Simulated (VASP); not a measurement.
# C (I4_1/amd) in VASP: a series of runs

C is run at these levels: r2SCAN; tasks: single point.

Program: VASP 6.6.1. These are calculated values, not measurements. Logs are shortened: lines on timing, memory, paths and dates and some standing lists are left out, and cuts for length are marked.

## Step 1: The cell of the first run

It takes space group I4_1/amd (No. 141, tetragonal). Conventional cell: a = 2.439 Å, b = 2.439 Å, c = 3.794 Å, α = 90.00°, β = 90.00°, γ = 90.00°. C (site symmetry -4m2) has 4 C at 1.54 Å within 2.1 Å.

## Step 2: Single point, r2SCAN

Contents of POSCAR:

```
C
1.0
    0.0000000000      1.7244754414      1.8969229855
    1.7244754414      0.0000000000      1.8969229855
    1.7244754414      1.7244754414      0.0000000000
C
2
Direct
    0.5000000000      0.5000000000      0.5000000000
    0.7500000000      0.7500000000      0.7500000000
```

Contents of INCAR.step1:

```
PREC = Accurate
ENCUT = 520
ISMEAR = 0
SIGMA = 0.05
LREAL = F
LASPH = T
NELM = 60
NBANDS = 11
GGA = PE
ALGO = Normal
EDIFF = 1E-4
LWAVE = T
LCHARG = F
```

Contents of INCAR.step2:

```
PREC = Accurate
ENCUT = 520
EDIFF = 1E-7
ISMEAR = 0
SIGMA = 0.05
LREAL = F
LASPH = T
NELM = 60
ALGO = Normal
ISIF = 2
LWAVE = F
LCHARG = T
METAGGA = R2SCAN
LMIXTAU = T
LELF = T
LVHAR = T
NBANDS = 11
ISTART = 1
```

Contents of KPOINTS:

```
Automatic mesh
0
Gamma
  12 12 12
```

Potentials or basis: VASP PAW PBE potentials, release 64 (C).

Command:

```
> cat potpaw_PBE.64/C/POTCAR > POTCAR
> cp INCAR.step1 INCAR
> mpirun -np 1 vasp_std > vasp.out
> cp INCAR.step2 INCAR
> mpirun -np 1 vasp_std > vasp.out
```

OUTCAR:

```text
PREC = Accurate
   ENCUT = 520
   EDIFF = 1E-7
   ISMEAR = 0
   LREAL = F
   LASPH = T
   NELM = 60
   ISIF = 2
   METAGGA = R2SCAN
   ISTART = 1

 ion  position               nearest neighbor table
   1  0.500  0.500  0.500-   2 1.54   2 1.54   2 1.54   2 1.54
   2  0.750  0.750  0.750-   1 1.54   1 1.54   1 1.54   1 1.54

  LATTYP: Found a body centered tetragonal cell.
 ALAT       =     2.4387765572
 C/A-ratio  =     1.5556349186

  Lattice vectors:

 A1 = (  -1.7244754414,   0.0000000000,   1.8969229855)
 A2 = (   1.7244754414,   0.0000000000,   1.8969229855)
 A3 = (   0.0000000000,   1.7244754414,  -1.8969229855)

Analysis of symmetry for initial positions (statically):
=====================================================================
 Subroutine PRICEL returns:
 Original cell was already a primitive cell.

 Routine SETGRP: Setting up the symmetry group for a
 body centered tetragonal supercell.

 Subroutine GETGRP returns: Found 16 space group operations
 (whereof  8 operations were pure point group operations)
 out of a pool of 16 trial point group operations.

The static configuration has the point symmetry D_2d.
 The point group associated with its full space group is D_4h.

Analysis of symmetry for dynamics (positions and initial velocities):
=====================================================================
 Subroutine PRICEL returns:
 Original cell was already a primitive cell.

 Routine SETGRP: Setting up the symmetry group for a
 body centered tetragonal supercell.

 Subroutine GETGRP returns: Found 16 space group operations
 (whereof  8 operations were pure point group operations)
 out of a pool of 16 trial point group operations.

The dynamic configuration has the point symmetry D_2d.
 The point group associated with its full space group is D_4h.

 Subroutine INISYM returns: Found 16 space group operations
 (whereof  8 operations are pure point group operations),
 and found     1 'primitive' translations

----------------------------------------------------------------------------------------

                                     Primitive cell

  volume of cell :      11.2822

  direct lattice vectors                    reciprocal lattice vectors
     0.000000000  1.724475441  1.896922986    -0.289943242  0.289943242  0.263584765
     1.724475441  0.000000000  1.896922986     0.289943242 -0.289943242  0.263584765
     1.724475441  1.724475441  0.000000000     0.289943242  0.289943242 -0.263584765

  length of vectors
     2.563617046  2.563617046  2.438776557     0.487453686  0.487453686  0.487453686

  position of ions in fractional coordinates (direct lattice)
     0.500000000  0.500000000  0.500000000
     0.750000000  0.750000000  0.750000000

  ion indices of the primitive-cell ions
   primitive index   ion index
                 1           1
                 2           2

----------------------------------------------------------------------------------------

 KPOINTS: Automatic mesh

Automatic generation of k-mesh.
 Grid dimensions read from file:
 generate k-points for:   12   12   12

 Generating k-lattice:

  Cartesian coordinates                     Fractional coordinates (reciprocal lattice)
    -0.024161937  0.024161937  0.021965397     0.083333333  0.000000000  0.000000000
     0.024161937 -0.024161937  0.021965397     0.000000000  0.083333333  0.000000000
     0.024161937  0.024161937 -0.021965397     0.000000000  0.000000000  0.083333333

  Length of vectors
     0.040621140  0.040621140  0.040621140

  Shift w.r.t. Gamma in fractional coordinates (k-lattice)
     0.000000000  0.000000000  0.000000000

 Subroutine IBZKPT returns following result:
 ===========================================

 Found    163 irreducible k-points:

 Following reciprocal coordinates:
            Coordinates               Weight
  0.000000  0.000000  0.000000      1.000000
  0.083333 -0.000000  0.000000      8.000000
  0.166667  0.000000  0.000000      8.000000
  0.250000  0.000000  0.000000      8.000000
  0.333333  0.000000  0.000000      8.000000
  0.416667  0.000000  0.000000      8.000000
[... 16 lines left out ...]
  0.500000  0.166667  0.000000      8.000000
 -0.416667  0.166667  0.000000      8.000000
 [... further k-points ...]
   k-points           NKPTS =    163   k-points in BZ     NKDIM =    163   number of bands    NBANDS=     11
   number of dos      NEDOS =    301   number of ions     NIONS =      2
   total plane-waves  NPLWV =   7200
   dimension x,y,z NGX =    20 NGY =   20 NGZ =   18
   dimension x,y,z NGXF=    40 NGYF=   40 NGZF=   36
   ions per type =               2
   NGX,Y,Z   is equivalent  to a cutoff of  12.97, 12.97, 12.27 a.u.
   NGXF,Y,Z  is equivalent  to a cutoff of  25.94, 25.94, 24.54 a.u.
 SYSTEM =  unknown system
   PREC   = accura    normal or accurate (medium, high low for compatibility)
   ISTART =      1    job   : 0-new  1-cont  2-samecut
   ICHARG =      0    charge: 1-file 2-atom 10-const
   ISPIN  =      1    spin polarized calculation?
   LNONCOLLINEAR =      F non collinear calculations
   LSORBIT =      F    spin-orbit coupling
   LASPH  =      T    aspherical Exc in radial PAW
   ENCUT  =  520.0 eV  38.22 Ry    6.18 a.u.   4.77  4.77  4.53*2*pi/ulx,y,z
   NELM   =     60;   NELMIN=  2; NELMDL=  0     # of ELM steps
   EDIFF  = 0.1E-06   stopping-criterion for ELM
   LREAL  =      F    real-space projection
   EDIFFG = 0.1E-05   stopping-criterion for IOM
   NSW    =      0    number of steps for IOM
   IBRION =     -1    ionic relax: 0-MD 1-quasi-New 2-CG
   NFREE  =      0    steps in history (QN), initial steepest desc. (CG)
   ISIF   =      2    stress and relaxation
   ISYM   =      2    0-nonsym 1-usesym 2-fastsym
   POTIM  = 0.5000    time-step for ionic-motion
   TEBEG  =    0.0;   TEEND  =   0.0 temperature during run
   PSTRESS=    0.0 pullay stress
   NELECT =       8.0000    total number of electrons
   NUPDOWN=      -1.0000    fix difference up-down
   EMIN   =  10.00;   EMAX   =-10.00  energy-range for DOS
   EFERMI =   0.00;   METHOD = LEGACY
   ISMEAR =     0;   SIGMA  =   0.05  broadening in eV -4-tet -1-fermi 0-gaus
   EFERMI_NEDOS =   21; number of points for ismear=-14 and -15
   IALGO  =     38    algorithm
   IMIX   =      4    mixing-type and parameters
     AMIX     =   0.40;   BMIX     =  1.00
     AMIX_MAG =   1.60;   BMIX_MAG =  1.00
  volume/ion in A,a.u.               =       5.64        38.07
  Fermi-wavevector in a.u.,A,eV,Ry     =   1.459846  2.758708 28.996044  2.131149
  Thomas-Fermi vector in A             =   2.576365
   LORBIT       =      0    0 simple, 1 ext, 2 COOP (PROOUT), +10 PAW based schemes
   METAGGA = R2SCAN    functional components
   LHFCALC =     F    Hartree Fock is set to
   AEXX    =    0.0000 exact exchange contribution
   IVDW    =     0    specifies the selected vdW correction
   LEPSILON=     F    determine dielectric tensor
   LRPA    =     F    only Hartree local field effects (RPA)
 non-spin polarized calculation
 Gauss-broadening in eV      SIGMA  =   0.05
  energy-cutoff  :      520.00
  volume of cell :       11.28
 maximum number of plane-waves:       336
   NGX =  9   NGY =  9   NGZ =  9

 number of electron       8.0000000 magnetization

 Free energy of the ion-electron system (eV)
  ---------------------------------------------------
  ext. energy  EPLUGINS =         0.00000000
  ---------------------------------------------------
  free energy    TOTEN  =       -19.43260337 eV

  energy without entropy =      -19.43260337  energy(sigma->0) =      -19.43260337

 E-fermi :  10.5736     XC(G=0): -14.2971

 val. band max:       10.3662513490   @ k =   0.0000   0.0000   0.0000
 cond. band min:      13.4643523306   @ k =   0.3333   0.0000   0.3333
 fundamental gap:      3.0981009816
 Fermi energy:        10.5735573785

 k-point     1 :       0.0000    0.0000    0.0000
  band No.  band energies     occupation
      1     -12.9616      2.00000
      2       8.6916      2.00000
      3      10.3662      2.00000
      4      10.3663      2.00000
      5      15.3233      0.00000
      6      15.3233      0.00000
      7      16.5994      0.00000
      8      23.5136      0.00000
      9      30.3852      0.00000
     10      33.9778      0.00000
     11      35.6195      0.00000

 k-point     2 :       0.0833   -0.0000    0.0000
  band No.  band energies     occupation
      1     -12.7590      2.00000
      2       7.9955      2.00000
      3       9.3907      2.00000
      4      10.0453      2.00000
      5      15.7688      0.00000
      6      15.7988      0.00000
      7      17.2980      0.00000
      8      23.7220      0.00000
      9      30.7235      0.00000
     10      32.5442      0.00000
     11      37.2019      0.00000

 k-point     3 :       0.1667    0.0000    0.0000
  band No.  band energies     occupation
      1     -12.1535      2.00000
      2       5.7231      2.00000
      3       8.1640      2.00000
      4       9.3757      2.00000
      5      16.4113      0.00000
      6      16.8582      0.00000
      7      18.5759      0.00000
      8      24.3348      0.00000
      9      31.0480      0.00000
     10      32.0491      0.00000
     11      35.0750      0.00000

 k-point     4 :       0.2500    0.0000    0.0000
  band No.  band energies     occupation
      1     -11.1548      2.00000
      2       2.7998      2.00000
      3       7.2177      2.00000
      4       8.7140      2.00000
      5      16.7732      0.00000
      6      17.9402      0.00000
      7      19.5961      0.00000
      8      25.2088      0.00000
      9      31.0452      0.00000
     10      33.0045      0.00000
     11      34.1039      0.00000
[... 239 lines left out ...]
 k-point    22 :       0.4167    0.1667    0.0000
  band No.  band energies     occupation
      1      -8.8773      2.00000
      2      -0.3036      2.00000
      3       4.1916      2.00000
      4       6.4210      2.00000
      5      17.8910      0.00000
      6      20.8666      0.00000
      7      21.5698      0.00000
      8      24.4635      0.00000
      9      31.6776      0.00000
     10      32.2829      0.00000
     11      38.7186      0.00000

 k-point    23 :       0.5000    0.1667    0.0000
  band No.  band energies     occupation
      1      -7.2323      2.00000
      2      -2.6502      2.00000
      3       3.3980      2.00000
      4       6.5805      2.00000
      5      18.2698      0.00000
      6      20.9034      0.00000
      7      21.3486      0.00000
      8      26.0718      0.00000
      9      31.0861      0.00000
     10      34.1223      0.00000
     11      37.7978      0.00000

 k-point    24 :      -0.4167    0.1667    0.0000
  band No.  band energies     occupation
      1      -6.4146      2.00000
      2      -3.6158      2.00000
      3       2.9616      2.00000
      4       7.0202      2.00000
      5      18.7575      0.00000
      6      20.7565      0.00000
      7      20.8069      0.00000
      8      26.3379      0.00000
      9      31.2290      0.00000
     10      35.3582      0.00000
     11      35.4131      0.00000

 [... further k-points ...]
[... 5 lines left out ...]
  --------------------------------------------------------------------------------------
  -------------------------------------------------------------------------------------
  Total        2.5347339      2.5347339     -4.7460989      0.0000000      0.0000000     -0.0000000
  in kB      359.9558454    359.9558454   -673.9902930      0.0000000      0.0000000     -0.0000000
  external PRESSURE =      15.3071326 kB  Pullay stress =       0.0000000 kB

 VOLUME and BASIS-vectors are now :
 -----------------------------------------------------------------------------
  energy-cutoff  :      520.00
  volume of cell :       11.28
      direct lattice vectors                 reciprocal lattice vectors
     0.000000000  1.724475441  1.896922986    -0.289943242  0.289943242  0.263584765
     1.724475441  0.000000000  1.896922986     0.289943242 -0.289943242  0.263584765
     1.724475441  1.724475441  0.000000000     0.289943242  0.289943242 -0.263584765

 POSITION                                       TOTAL-FORCE (eV/Angst)
 -----------------------------------------------------------------------------------
      1.72448      1.72448      1.89692         0.000000      0.000000      0.000000
      2.58671      2.58671      2.84538        -0.000000     -0.000000     -0.000000
 -----------------------------------------------------------------------------------
    total drift:                                0.000000     -0.000000      0.000000

  FREE ENERGIE OF THE ION-ELECTRON SYSTEM (eV)
  ---------------------------------------------------
  free  energy   TOTEN  =       -19.4326033700 eV

  energy  without entropy=      -19.4326033700  energy(sigma->0) =      -19.43260337
```

Run time: 61 s. Hardware: 1 thread of AMD EPYC 9R45 (Zen 5), shared host; peak memory 0.09 GiB.

What came out:

```yaml
Free_energy: -19.4326 eV
Pressure: 1.5 GPa
Band_gap_on_the_k_mesh: 3.10 eV, indirect (least direct gap 4.96 eV)
```

Levels at points of the mesh, in eV from the valence-band top:
```csv
k point,band 1,band 2,band 3,band 4,band 5,band 6,band 7,band 8,band 9
"(0.00, 0.00, 0.00)",-23.33,-1.67,0.00,0.00,4.96,4.96,6.23,13.15,20.02
"(0.50, 0.00, 0.00)",-17.31,-14.64,-4.48,-2.57,6.36,8.74,10.21,16.26,22.49
"(0.50, 0.50, 0.00)",-15.16,-15.16,-6.21,-6.21,6.06,6.06,16.93,16.93,23.06
"(0.50, 0.00, 0.50)",-13.64,-13.64,-7.66,-7.66,3.74,3.74,17.06,17.06,24.10
```

Caveat: the PAW data sets were made with another functional, which shifts forces and pressure a little.

## Step 3: Single point, r2SCAN

This run uses another cell than the first one, of the same volume but with other edges.

Contents of POSCAR:

```
C
1.0
    0.0000000000      1.8045302412      1.7323490315
    1.8045302412      0.0000000000      1.7323490315
    1.8045302412      1.8045302412      0.0000000000
C
2
Direct
    0.5000000000      0.5000000000      0.5000000000
    0.7500000000      0.7500000000      0.7500000000
```

Contents of INCAR.step1:

```
SYSTEM = C
  PREC = Accurate
  ENCUT = 520
  ISMEAR = 0
  SIGMA = 0.05
  LREAL = .FALSE.
  LASPH = .TRUE.
  NELM = 100
  NBANDS = 11
  GGA = PE
  ALGO = Normal
  EDIFF = 1E-4
  LWAVE = .TRUE.
  LCHARG = .FALSE.
```

Contents of INCAR.step2:

```
SYSTEM = C
  PREC = Accurate
  ENCUT = 520
  EDIFF = 1E-6
  ISMEAR = 0
  SIGMA = 0.05
  LREAL = .FALSE.
  LASPH = .TRUE.
  NELM = 100
  ALGO = Normal
  ISIF = 2
  LWAVE = .FALSE.
  LCHARG = .FALSE.
  METAGGA = R2SCAN
  LMIXTAU = .TRUE.
  NBANDS = 11
  ISTART = 1
```

Contents of KPOINTS:

```
regular mesh
0
G
  12 12 12
  0 0 0
```

Potentials or basis: VASP PAW PBE potentials, release 64 (C).

Command:

```
> cat potpaw_PBE.64/C/POTCAR > POTCAR
> cp INCAR.step1 INCAR
> mpirun -np 1 vasp_std > vasp.out
> cp INCAR.step2 INCAR
> mpirun -np 1 vasp_std > vasp.out
```

It took 65 s on 1 thread of AMD EPYC 9R45 (Zen 5), shared host; peak memory 0.09 GiB.

Results (log left out):

- Free energy: -19.6196 eV
- Pressure: 1.2 GPa
- Band gap on the k mesh: 3.28 eV, indirect (least direct gap 5.09 eV)

Stress tensor (GPa, compression positive):
```
-11.72   0.00   0.00
  0.00 -11.72   0.00
  0.00   0.00  26.96
```

Levels at points of the mesh, in eV from the valence-band top:
```
           k point  band 1  band 2  band 3  band 4  band 5  band 6  band 7  band 8  band 9
(0.00, 0.00, 0.00)  -23.18   -0.62   -0.62    0.00    5.09    5.64    5.64   13.51   20.08
(0.50, 0.00, 0.00)  -17.20  -14.51   -3.77   -3.03    7.94    8.30    9.51   16.36   22.83
(0.50, 0.50, 0.00)  -13.59  -13.59   -7.51   -7.51    3.94    3.94   17.68   17.68   24.70
(0.50, 0.00, 0.50)  -14.25  -14.25   -6.88   -6.88    4.95    4.95   17.38   17.38   24.03
```

Caveat: the PAW data sets were made with another functional, which shifts forces and pressure a little. A k mesh can miss the band edges.

## Step 4: Single point, r2SCAN

Contents of POSCAR:

```
C
1.0
    0.0000000000      1.7514247230      1.8389959592
    1.7514247230      0.0000000000      1.8389959592
    1.7514247230      1.7514247230      0.0000000000
C
2
Direct
    0.5000000000      0.5000000000      0.5000000000
    0.7500000000      0.7500000000      0.7500000000
```

Contents of INCAR.step1:

```
SYSTEM = C
PREC     = Accurate       ! precision mode
ENCUT    = 520            ! plane-wave cutoff, eV
ISMEAR   = 0              ! smearing method
SIGMA    = 0.05           ! smearing width, eV
LREAL    = .FALSE.        ! projectors in reciprocal space
LASPH    = .TRUE.         ! aspherical terms in the spheres
NELM     = 60             ! most SCF steps
NBANDS   = 11             ! bands
GGA      = PE             ! functional
ALGO     = Normal         ! electronic algorithm
EDIFF    = 1E-4           ! SCF threshold, eV
LWAVE    = .TRUE.         ! write WAVECAR
LCHARG   = .FALSE.        ! write CHGCAR
```

Contents of INCAR.step2:

```
SYSTEM = C
PREC     = Accurate       ! precision mode
ENCUT    = 520            ! plane-wave cutoff, eV
EDIFF    = 1E-6           ! SCF threshold, eV
ISMEAR   = 0              ! smearing method
SIGMA    = 0.05           ! smearing width, eV
LREAL    = .FALSE.        ! projectors in reciprocal space
LASPH    = .TRUE.         ! aspherical terms in the spheres
NELM     = 60             ! most SCF steps
ALGO     = Normal         ! electronic algorithm
ISIF     = 2              ! what is computed and relaxed
LWAVE    = .FALSE.        ! write WAVECAR
LCHARG   = .FALSE.        ! write CHGCAR
METAGGA  = R2SCAN         ! meta-GGA
LMIXTAU  = .TRUE.       
NBANDS   = 11             ! bands
ISTART   = 1
```

KPOINTS is that of step 3.

Command:

```
> cat potpaw_PBE.64/C/POTCAR > POTCAR
> cp INCAR.step1 INCAR
> mpirun -np 1 vasp_std > vasp.out
> cp INCAR.step2 INCAR
> mpirun -np 1 vasp_std > vasp.out
```

Run time: 69 s. Hardware: 1 thread of AMD EPYC 9R45 (Zen 5), shared host; peak memory 0.09 GiB.

It converged, with:

- Free energy: -19.6001 eV
- Pressure: 1.2 GPa
- Band gap on the k mesh: 3.71 eV, indirect (least direct gap 5.38 eV)

Stress tensor (GPa, compression positive):
```
 18.12   0.00   0.00
  0.00  18.12   0.00
  0.00   0.00 -32.60
```

Levels at points of the mesh, in eV from the valence-band top:
```tsv
k point	band 1	band 2	band 3	band 4	band 5	band 6	band 7	band 8
(0.00, 0.00, 0.00)	-23.04	-0.82	0.00	0.00	5.38	5.38	6.04	13.62
(0.50, 0.00, 0.00)	-17.05	-14.37	-3.73	-2.78	7.68	8.84	9.67	16.50
(0.50, 0.50, 0.00)	-14.41	-14.41	-6.45	-6.45	5.55	5.55	17.48	17.48
(0.50, 0.00, 0.50)	-13.63	-13.63	-7.19	-7.19	4.36	4.36	17.64	17.64
```

Caveat: the PAW data sets were made with another functional, which shifts forces and pressure a little.

## Step 5: Summary

```tsv
cell	gap on the mesh (eV)	pressure (GPa)
a = 2.564, b = 2.564, c = 2.439 Å, angles 61.6, 61.6, 56.8°, 2 atoms	3.10	1.5
a = 2.501, b = 2.501, c = 2.552 Å, angles 59.3, 59.3, 61.3°, 2 atoms	3.28	1.2
a = 2.540, b = 2.540, c = 2.477 Å, angles 60.8, 60.8, 58.4°, 2 atoms	3.71	1.2
```

Alike in all rows: task single point; level r2SCAN; potentials or basis VASP PAW PBE potentials, release 64 (C); no spin polarisation; k mesh 12 × 12 × 12; cutoff (eV) 520; smearing gaussian 0.05 eV.

Caveats: the PAW data sets were made with another functional, which shifts forces and pressure a little.

Absolute energies hang on the potentials; compare differences alone.
